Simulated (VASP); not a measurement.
# Pt (Im-3m) in VASP: single point with r2SCAN

Aim: the single point of Pt with r2SCAN.

All numbers are computed with VASP 6.6.1; they aren't measurements. Logs are shortened: lines on timing, memory, paths and dates and some standing lists are left out, and cuts for length are marked.

### 1 The cell of the first run

It takes space group Im-3m (No. 229, cubic). The conventional cell has a = 2.915 Å, b = 2.915 Å, c = 2.915 Å, α = 90.00°, β = 90.00°, γ = 90.00°. Pt (site symmetry m-3m) has 14 Pt at 2.52 to 2.91 Å within 3.3 Å.

This isn't the form of Pt at room conditions, which is fcc.

### 2 Single point, r2SCAN (strain -0.080 along x and y, -0.080 along z)

POSCAR reads:

```
Pt
1.0
   -1.4574824000      1.4574824000      1.4574824000
    1.4574824000     -1.4574824000      1.4574824000
    1.4574824000      1.4574824000     -1.4574824000
Pt
1
Direct
    0.0000000000      0.0000000000      0.0000000000
```

INCAR.step1 reads:

```
  ALGO = Normal
  EDIFF = 1E-4
  ENCUT = 520
  GGA = PE
  ISMEAR = 0
  LASPH = T
  LCHARG = F
  LREAL = F
  LWAVE = T
  NBANDS = 11
  NELM = 100
  PREC = Accurate
  SIGMA = 0.15
```

INCAR.step2 reads:

```
  ALGO = Normal
  EDIFF = 1E-6
  ENCUT = 520
  ISIF = 2
  ISMEAR = 0
  ISTART = 1
  LASPH = T
  LCHARG = T
  LELF = T
  LMIXTAU = T
  LREAL = F
  LVHAR = T
  LWAVE = F
  METAGGA = R2SCAN
  NBANDS = 11
  NELM = 100
  PREC = Accurate
  SIGMA = 0.15
```

KPOINTS reads:

```
k-points
0
Gamma
  22 22 22
```

Potentials or basis: VASP PAW PBE potentials, release 64 (Pt).

Run with:

```console
$ cat potpaw_PBE.64/Pt/POTCAR > POTCAR
$ cp INCAR.step1 INCAR
$ mpirun -np 1 vasp_std > vasp.out
$ cp INCAR.step2 INCAR
$ mpirun -np 1 vasp_std > vasp.out
```

OUTCAR:

```text
EDIFF = 1E-6
   ENCUT = 520
   ISIF = 2
   ISMEAR = 0
   ISTART = 1
   LASPH = T
   LREAL = F
   METAGGA = R2SCAN
   NELM = 100
   PREC = Accurate

 ion  position               nearest neighbor table
   1  0.000  0.000  0.000-

  LATTYP: Found a body centered cubic cell.
 ALAT       =     2.9149648000

  Lattice vectors:

 A1 = (  -1.4574824000,   1.4574824000,   1.4574824000)
 A2 = (   1.4574824000,  -1.4574824000,   1.4574824000)
 A3 = (   1.4574824000,   1.4574824000,  -1.4574824000)

Analysis of symmetry for initial positions (statically):
=====================================================================
 Subroutine PRICEL returns:
 Original cell was already a primitive cell.

 Routine SETGRP: Setting up the symmetry group for a
 body centered cubic supercell.

 Subroutine GETGRP returns: Found 48 space group operations
 (whereof 48 operations were pure point group operations)
 out of a pool of 48 trial point group operations.

The static configuration has the point symmetry O_h .

Analysis of symmetry for dynamics (positions and initial velocities):
=====================================================================
 Subroutine PRICEL returns:
 Original cell was already a primitive cell.

 Routine SETGRP: Setting up the symmetry group for a
 body centered cubic supercell.

 Subroutine GETGRP returns: Found 48 space group operations
 (whereof 48 operations were pure point group operations)
 out of a pool of 48 trial point group operations.

The dynamic configuration has the point symmetry O_h .

 Subroutine INISYM returns: Found 48 space group operations
 (whereof 48 operations are pure point group operations),
 and found     1 'primitive' translations

----------------------------------------------------------------------------------------

                                     Primitive cell

  volume of cell :      12.3843

  direct lattice vectors                    reciprocal lattice vectors
    -1.457482400  1.457482400  1.457482400     0.000000000  0.343057316  0.343057316
     1.457482400 -1.457482400  1.457482400     0.343057316  0.000000000  0.343057316
     1.457482400  1.457482400 -1.457482400     0.343057316  0.343057316  0.000000000

  length of vectors
     2.524433568  2.524433568  2.524433568     0.485156309  0.485156309  0.485156309

  position of ions in fractional coordinates (direct lattice)
     0.000000000  0.000000000  0.000000000

  ion indices of the primitive-cell ions
   primitive index   ion index
                 1           1

----------------------------------------------------------------------------------------

 KPOINTS: k-points

Automatic generation of k-mesh.
 Grid dimensions read from file:
 generate k-points for:   22   22   22

 Generating k-lattice:

  Cartesian coordinates                     Fractional coordinates (reciprocal lattice)
     0.000000000  0.015593514  0.015593514     0.045454545  0.000000000  0.000000000
     0.015593514  0.000000000  0.015593514     0.000000000  0.045454545  0.000000000
     0.015593514  0.015593514  0.000000000     0.000000000  0.000000000  0.045454545

  Length of vectors
     0.022052559  0.022052559  0.022052559

  Shift w.r.t. Gamma in fractional coordinates (k-lattice)
     0.000000000  0.000000000  0.000000000

 Subroutine IBZKPT returns following result:
 ===========================================

 Found    328 irreducible k-points:

 Following reciprocal coordinates:
            Coordinates               Weight
  0.000000  0.000000  0.000000      1.000000
  0.045455  0.000000  0.000000     12.000000
  0.090909  0.000000  0.000000     12.000000
  0.136364  0.000000  0.000000     12.000000
  0.181818  0.000000  0.000000     12.000000
  0.227273  0.000000  0.000000     12.000000
[... 16 lines left out ...]
  0.090909  0.090909  0.000000     24.000000
  0.136364  0.090909  0.000000     48.000000
 [... further k-points ...]
   k-points           NKPTS =    328   k-points in BZ     NKDIM =    328   number of bands    NBANDS=     11
   number of dos      NEDOS =    301   number of ions     NIONS =      1
   total plane-waves  NPLWV =   8000
   dimension x,y,z NGX =    20 NGY =   20 NGZ =   20
   dimension x,y,z NGXF=    40 NGYF=   40 NGZF=   40
   ions per type =               1
   NGX,Y,Z   is equivalent  to a cutoff of  13.17, 13.17, 13.17 a.u.
   NGXF,Y,Z  is equivalent  to a cutoff of  26.34, 26.34, 26.34 a.u.
 SYSTEM =  unknown system
   PREC   = accura    normal or accurate (medium, high low for compatibility)
   ISTART =      1    job   : 0-new  1-cont  2-samecut
   ICHARG =      0    charge: 1-file 2-atom 10-const
   ISPIN  =      1    spin polarized calculation?
   LNONCOLLINEAR =      F non collinear calculations
   LSORBIT =      F    spin-orbit coupling
   LASPH  =      T    aspherical Exc in radial PAW
   ENCUT  =  520.0 eV  38.22 Ry    6.18 a.u.   4.69  4.69  4.69*2*pi/ulx,y,z
   NELM   =    100;   NELMIN=  2; NELMDL=  0     # of ELM steps
   EDIFF  = 0.1E-05   stopping-criterion for ELM
   LREAL  =      F    real-space projection
   EDIFFG = 0.1E-04   stopping-criterion for IOM
   NSW    =      0    number of steps for IOM
   IBRION =     -1    ionic relax: 0-MD 1-quasi-New 2-CG
   NFREE  =      0    steps in history (QN), initial steepest desc. (CG)
   ISIF   =      2    stress and relaxation
   ISYM   =      2    0-nonsym 1-usesym 2-fastsym
   POTIM  = 0.5000    time-step for ionic-motion
   TEBEG  =    0.0;   TEEND  =   0.0 temperature during run
   PSTRESS=    0.0 pullay stress
   NELECT =      10.0000    total number of electrons
   NUPDOWN=      -1.0000    fix difference up-down
   EMIN   =  10.00;   EMAX   =-10.00  energy-range for DOS
   EFERMI =   0.00;   METHOD = LEGACY
   ISMEAR =     0;   SIGMA  =   0.15  broadening in eV -4-tet -1-fermi 0-gaus
   EFERMI_NEDOS =   21; number of points for ismear=-14 and -15
   IALGO  =     38    algorithm
   IMIX   =      4    mixing-type and parameters
     AMIX     =   0.40;   BMIX     =  1.00
     AMIX_MAG =   1.60;   BMIX_MAG =  1.00
  volume/ion in A,a.u.               =      12.38        83.57
  Fermi-wavevector in a.u.,A,eV,Ry     =   1.524468  2.880826 31.619957  2.324001
  Thomas-Fermi vector in A             =   2.632770
   LORBIT       =      0    0 simple, 1 ext, 2 COOP (PROOUT), +10 PAW based schemes
   METAGGA = R2SCAN    functional components
   LHFCALC =     F    Hartree Fock is set to
   AEXX    =    0.0000 exact exchange contribution
   IVDW    =     0    specifies the selected vdW correction
   LEPSILON=     F    determine dielectric tensor
   LRPA    =     F    only Hartree local field effects (RPA)
 non-spin polarized calculation
 Gauss-broadening in eV      SIGMA  =   0.15
  energy-cutoff  :      520.00
  volume of cell :       12.38
 maximum number of plane-waves:       370
   NGX =  9   NGY =  9   NGZ =  9

 number of electron      10.0000001 magnetization

 Free energy of the ion-electron system (eV)
  ---------------------------------------------------
  ext. energy  EPLUGINS =         0.00000000
  ---------------------------------------------------
  free energy    TOTEN  =       -50.57849069 eV

  energy without entropy =      -50.56998994  energy(sigma->0) =      -50.57424032

 E-fermi :  14.8590     XC(G=0): -16.0355

 val. band max:       14.8451485113   @ k =  -0.3636   0.3636   0.0909
 cond. band min:      14.8663424814   @ k =  -0.3636   0.5000   0.1364
 fundamental gap:      0.0211939701
 Fermi energy:        14.8590135121

 k-point     1 :       0.0000    0.0000    0.0000
  band No.  band energies     occupation
      1       2.2903      2.00000
      2       9.6788      2.00000
      3       9.6788      2.00000
      4       9.6788      2.00000
      5      13.2519      2.00000
      6      13.2519      2.00000
      7      32.6030      0.00000
      8      32.6030      0.00000
      9      32.6030      0.00000
     10      46.6128      0.00000
     11      46.6128      0.00000

 k-point     2 :       0.0455    0.0000    0.0000
  band No.  band energies     occupation
      1       2.4035      2.00000
      2       9.6259      2.00000
      3       9.6770      2.00000
      4       9.7788      2.00000
      5      13.1759      2.00000
      6      13.2546      2.00000
      7      32.6784      0.00000
      8      32.7814      0.00000
      9      32.7869      0.00000
     10      45.0889      0.00000
     11      45.8353      0.00000

 k-point     3 :       0.0909    0.0000    0.0000
  band No.  band energies     occupation
      1       2.7348      2.00000
      2       9.4743      2.00000
      3       9.6654      2.00000
      4      10.0761      2.00000
      5      12.9834      2.00000
      6      13.2644      2.00000
      7      32.8688      0.00000
      8      33.2669      0.00000
      9      33.3081      0.00000
     10      43.2408      0.00000
     11      44.4611      0.00000

 k-point     4 :       0.1364    0.0000    0.0000
  band No.  band energies     occupation
      1       3.2564      2.00000
      2       9.2433      2.00000
      3       9.6325      2.00000
      4      10.5622      2.00000
      5      12.7637      2.00000
      6      13.2858      2.00000
      7      33.0518      0.00000
      8      33.8069      0.00000
      9      34.1595      0.00000
     10      41.7247      0.00000
     11      42.9505      0.00000
[... 239 lines left out ...]
 k-point    22 :       0.4545    0.0455    0.0000
  band No.  band energies     occupation
      1       5.3865      2.00000
      2       7.5494      2.00000
      3      13.0264      2.00000
      4      13.3934      2.00000
      5      14.6143      1.97893
      6      16.9733      0.00000
      7      24.1552      0.00000
      8      28.8525      0.00000
      9      33.7624      0.00000
     10      41.4270      0.00000
     11      44.9136      0.00000

 k-point    23 :       0.0909    0.0909    0.0000
  band No.  band energies     occupation
      1       3.5600      2.00000
      2       9.2404      2.00000
      3       9.4043      2.00000
      4      10.9375      2.00000
      5      12.5969      2.00000
      6      13.3670      2.00000
      7      33.3538      0.00000
      8      34.0257      0.00000
      9      34.3014      0.00000
     10      40.5979      0.00000
     11      43.8515      0.00000

 k-point    24 :       0.1364    0.0909    0.0000
  band No.  band energies     occupation
      1       4.2024      2.00000
      2       8.9988      2.00000
      3       9.2818      2.00000
      4      11.6536      2.00000
      5      12.4334      2.00000
      6      13.4574      2.00000
      7      33.4175      0.00000
      8      33.9317      0.00000
      9      35.0576      0.00000
     10      40.0139      0.00000
     11      42.0750      0.00000

 [... further k-points ...]
[... 5 lines left out ...]
  --------------------------------------------------------------------------------------
  -------------------------------------------------------------------------------------
  Total        8.3216953      8.3216953      8.3216953     -0.0000000      0.0000000     -0.0000000
  in kB     1076.5952070   1076.5952070   1076.5952070     -0.0000000      0.0000000     -0.0000000
  external PRESSURE =    1076.5952070 kB  Pullay stress =       0.0000000 kB

 VOLUME and BASIS-vectors are now :
 -----------------------------------------------------------------------------
  energy-cutoff  :      520.00
  volume of cell :       12.38
      direct lattice vectors                 reciprocal lattice vectors
    -1.457482400  1.457482400  1.457482400     0.000000000  0.343057316  0.343057316
     1.457482400 -1.457482400  1.457482400     0.343057316  0.000000000  0.343057316
     1.457482400  1.457482400 -1.457482400     0.343057316  0.343057316  0.000000000

 POSITION                                       TOTAL-FORCE (eV/Angst)
 -----------------------------------------------------------------------------------
      0.00000      0.00000      0.00000         0.000000      0.000000      0.000000
 -----------------------------------------------------------------------------------
    total drift:                                0.000000     -0.000000      0.000000

  FREE ENERGIE OF THE ION-ELECTRON SYSTEM (eV)
  ---------------------------------------------------
  free  energy   TOTEN  =       -50.5784906916 eV

  energy  without entropy=      -50.5699899422  energy(sigma->0) =      -50.57424032
```

It took 5.7 min on 1 thread of AMD EPYC 7R13, shared host; peak memory 0.14 GiB.

Results:

```yaml
Free_energy: -50.5785 eV
Pressure: 107.7 GPa
Band_gap_on_the_k_mesh: zero (bands 5 and 6 overlap by 3.56 eV)
```

Levels at points of the mesh, in eV from the Fermi level:
| k point | band 1 | band 2 | band 3 | band 4 | band 5 | band 6 | band 7 | band 8 | band 9 | band 10 |
| --- | --- | --- | --- | --- | --- | --- | --- | --- | --- | --- |
| (0.00, 0.00, 0.00) | -12.57 | -5.18 | -5.18 | -5.18 | -1.61 | -1.61 | 17.74 | 17.74 | 17.74 | 31.75 |
| (0.50, 0.00, 0.00) | -9.56 | -7.35 | -1.76 | -1.02 | -0.29 | 1.80 | 9.22 | 13.85 | 19.01 | 26.53 |
| (0.50, 0.50, 0.50) | -9.26 | -9.26 | 0.95 | 0.95 | 0.95 | 8.84 | 8.84 | 8.84 | 17.59 | 23.98 |

Caveat: the cell differs from its parent crystal (strain -0.080 along x and y, -0.080 along z); the cell stands under pressure; the PAW data sets were made with another functional, which shifts forces and pressure a little; spin-orbit coupling is left out, which moves the levels of the heavy elements.

The gap in the log of VASP goes by the Fermi energy; the results here count the filled bands.